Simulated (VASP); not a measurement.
Input of a VASP 6.6.1 run:

INCAR

```
SYSTEM = Hf
ALGO = Normal ; DIPOL = 0.5 0.5 0.294
EDIFF = 1E-6 ; ENCUT = 400
GGA = PE ; GGA_COMPAT = .FALSE.
IDIPOL = 3 ; ISIF = 2
ISMEAR = 1 ; LASPH = .TRUE.
LCHARG = .FALSE. ; LDIPOL = .TRUE.
LREAL = .FALSE. ; LWAVE = .FALSE.
NBANDS = 72 ; NELM = 120
NELMDL = -8 ; PREC = Accurate
SIGMA = 0.1
```

KPOINTS

```
k-points
0
G
  9 9 1
  0 0 0
```

The input POSCAR:

```
Hf
1.0
    0.0000000292      5.5553847950      0.0000000000
   -4.8111043748     -2.7776923722      0.0000000000
    0.0000000000      0.0000000000     33.0718739054
Hf
12
Direct
    0.6666670000      0.6666670000      0.1814230430
    0.3333330000      1.0000000000      0.1814230430
    0.0000000000      0.3333330000      0.1814230430
    0.3337491861      0.3335796998      0.2529835963
   -0.0001694863      0.6662508139      0.2529835963
    0.6664203002      0.0001694863      0.2529835963
    0.6657721091      0.6653500954      0.3320834567
    0.3346499046      1.0004220137      0.3320834567
   -0.0004220137      0.3342278909      0.3320834567
    0.3236998348      0.3253656689      0.4080709372
    0.0016658341      0.6763001652      0.4080709372
    0.6746343311     -0.0016658341      0.4080709372
```

Potentials or basis: VASP PAW PBE potentials, release 64 (Hf_pv).

Command:

```sh
$ cat potpaw_PBE.64/Hf_pv/POTCAR > POTCAR
$ mpirun -np 1 vasp_std > vasp.out
```

Q: What does it give for the band gap on the k mesh?

A: Zero (bands 60 and 61 overlap by 0.33 eV).

Q: Predict the largest force.

A: 0.772 eV/Å.

Forces in eV/Å, atoms in the order of the input:
```
Hf   0.000  0.000  0.051
Hf   0.000  0.000  0.051
Hf   0.000  0.000  0.051
Hf   0.016 -0.022 -0.101
Hf  -0.026 -0.003 -0.101
Hf   0.011  0.024 -0.101
Hf   0.010 -0.018  0.771
Hf   0.010  0.018  0.771
Hf  -0.021  0.000  0.771
Hf  -0.207  0.146 -0.722
Hf   0.230  0.106 -0.722
Hf  -0.023 -0.252 -0.722
```

Caveat: spin-orbit coupling is left out, which moves the levels of the heavy elements.
